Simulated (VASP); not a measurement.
Set up this calculation in VASP 6.6.1, as the native input.

* Task: relaxation of cell and atoms
* Functional: PBE
* Potentials or basis: VASP PAW PBE potentials, release 64 (Rb_sv, Pt)
* Cutoff: 600 eV
* k mesh: 12 × 12 × 12
* Occupations: gaussian, width 0.1 eV
* Spin: no spin polarisation
* Dipole correction: no
* Further INCAR settings: ALGO = Fast; EDIFF = 1e-07; IBRION = 2; EDIFFG = -0.01; NSW = 100; ISIF = 3

The structure of RbPt3 lies in POSCAR:

```
RbPt3
1.0
    4.2475770866      0.0000000000      0.0000000000
    0.0000000000      4.2475770866      0.0000000000
    0.0000000000      0.0000000000      4.2475770866
Rb Pt
1 3
Direct
    0.0000000000      0.0000000000      0.0000000000
    0.0000000000      0.5000000000      0.5000000000
    0.5000000000      0.0000000000      0.5000000000
    0.5000000000      0.5000000000      0.0000000000
```

These files were run (other wordings do the same):

INCAR

```
SYSTEM = RbPt3
PREC = Accurate
ENCUT = 600
EDIFF = 1E-7
ISMEAR = 0
SIGMA = 0.1
LREAL = .False.
LASPH = .True.
NELM = 80
ALGO = Fast
ISIF = 3
LWAVE = .False.
LCHARG = .False.
GGA = PE
IBRION = 2
NSW = 100
EDIFFG = -0.01
```

KPOINTS

```
regular mesh
0
Gamma
  12 12 12
  0 0 0
```

Potentials or basis: VASP PAW PBE potentials, release 64 (Rb_sv, Pt).

Launch:

```bash
$ cat potpaw_PBE.64/Rb_sv/POTCAR potpaw_PBE.64/Pt/POTCAR > POTCAR
$ mpirun -np 1 vasp_std > vasp.out
```

Results of the run:

- Relaxed volume: 19.25 Å³/atom
- Relaxed cell: a = 4.254 Å, b = 4.254 Å, c = 4.254 Å, α = 90.00°, β = 90.00°, γ = 90.00°
- Space group after relaxing (to 0.1 Å): Pm-3m (No. 221)
- Energy gained by relaxing: 0.1 meV/atom
- Ionic steps: 3
- Pressure after relaxing: 0.0 GPa
- Band gap on the k mesh: zero (an odd number of electrons rules out a gap without spin polarisation)

Caveat: spin-orbit coupling is left out, which moves the levels of the heavy elements.

Run time: 5.8 min on 1 thread of Oxide Virtual Turin-like Processor, with other jobs on the host, peak memory 0.3 GiB.
